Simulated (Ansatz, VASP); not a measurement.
**NaF in VASP and in Ansatz**

File POSCAR:

```
NaF
1.0
    2.7934851994      0.0000000000      0.0000000000
    0.0000000000      2.7934851994      0.0000000000
    0.0000000000      0.0000000000      2.7934851994
Na F
1 1
Direct
    0.0000000000      0.0000000000      0.0000000000
    0.5000000000      0.5000000000      0.5000000000
```

Contents of INCAR.step1:

```
SYSTEM = NaF
PREC = Accurate
ENCUT = 520
EDIFF = 1E-5
ISMEAR = 0
SIGMA = 0.01
LREAL = .False.
LASPH = .True.
NELM = 100
ALGO = Normal
ISIF = 2
LWAVE = .True.
GGA = PE
NBANDS = 14
```

INCAR.step2

```
SYSTEM = NaF
PREC = Accurate
ENCUT = 520
EDIFF = 1E-6
ISMEAR = 0
SIGMA = 0.01
LREAL = .False.
LASPH = .True.
NELM = 100
ALGO = Normal
ISIF = 2
LWAVE = .False.
LCHARG = .True.
GGA = PE
LHFCALC = .True.
AEXX = 0.5
HFSCREEN = 0.1
PRECFOCK = Normal
LELF = .True.
LVHAR = .True.
ISTART = 1
NBANDS = 14
```

The input KPOINTS:

```
regular mesh
0
Gamma
  4 4 4
  0 0 0
```

Input for Ansatz:

```yaml
crystal:
  lattice:
    - [2.7934851994, 0.0, 0.0]
    - [0.0, 2.7934851994, 0.0]
    - [0.0, 0.0, 2.7934851994]
  atoms:
    - { symbol: Na, position: [0.0, 0.0, 0.0] }
    - { symbol: F, position: [0.5, 0.5, 0.5] }
kpoints:
  mp_grid: { grid: [4, 4, 4] }
hamiltonian:
  xc: { exchange: pbe, correlation: pbe, exx: { coeff: 0.5, omega: 0.1 } }
scf:
  occupations: { method: fixed }
  n_extra_bands: 4
output:
  forces: true
  stress: true
  eigenvalues: true
```

Alike in both runs: task single point; functional PBE-based screened hybrid; k mesh 4 × 4 × 4; no spin polarisation.

|  | VASP | Ansatz |
| --- | --- | --- |
| version | VASP 6.6.1 | Ansatz 0.2.0 |
| potentials or method | VASP PAW PBE potentials, release 64 (Na_pv, F) | plane waves |
| plane-wave cutoff (eV) | 520 | 420 |
| occupations | gaussian, width 0.01 eV | fixed |
| valence electrons in the cell | 14 | 16 |

|  | VASP | Ansatz | Ansatz less VASP |
| --- | --- | --- | --- |
| gap on the k mesh at the Fermi level (eV) | 11.36 | 11.40 | +0.032 |
| pressure (GPa) | -0.6 | -0.6 | -0.06 |

VASP's potentials were made for PBE, not for PBE-based screened hybrid. VASP's potentials hold 14 valence electrons a cell and Ansatz's 16, so a difference there can come from the potentials and not from the codes. Ansatz's warnings: stress exchange threshold loose, stress scf threshold loose.

The k mesh is coarse, so the values compare programs but aren't converged.
